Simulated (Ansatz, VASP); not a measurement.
## SrTlI3 in VASP and in Ansatz

```
Tl Sr I
1.0
     6.39245    0.00000    0.00000
     0.00000    6.39245    0.00000
     0.00000    0.00000    6.34662
Tl Sr I
1 1 3
Direct
  0.00000 0.00000 0.00000
  0.50000 0.50000 0.50000
  0.50000 0.50000 0.00000
  0.50000 0.00000 0.50000
  0.00000 0.50000 0.50000
```

Change from the starting cell: epitaxial_xy strain +0.5%.

Alike in both runs: task single point; functional PBE; k mesh 4 × 4 × 4; occupations fermi-dirac, width 0.02 eV; no spin polarisation.

```csv
,VASP,Ansatz
version,VASP 6.6.1,Ansatz 0.2.0
potentials or method,"VASP PAW PBE potentials, release 64 (Tl_d, Sr_sv, I)","plane waves, PAW"
plane-wave cutoff (eV),520,420
valence electrons in the cell,44,74
```

Ansatz gave:

- gap on the k mesh at the Fermi level (eV): 2.51
- pressure (GPa): 0.2
- traceless stress, the component that is largest in VASP (GPa): 0.14

Q: Which values does VASP return?

A: gap on the k mesh at the Fermi level (eV): 2.51; pressure (GPa): 0.3; traceless stress, the component that is largest in VASP (GPa): 0.14.

With one functional, cell and mesh, what is left measures potentials, basis and numerics. VASP's potentials hold 44 valence electrons a cell and Ansatz's 74, so a difference there can come from the potentials and not from the codes.

Spin-orbit coupling is off throughout.
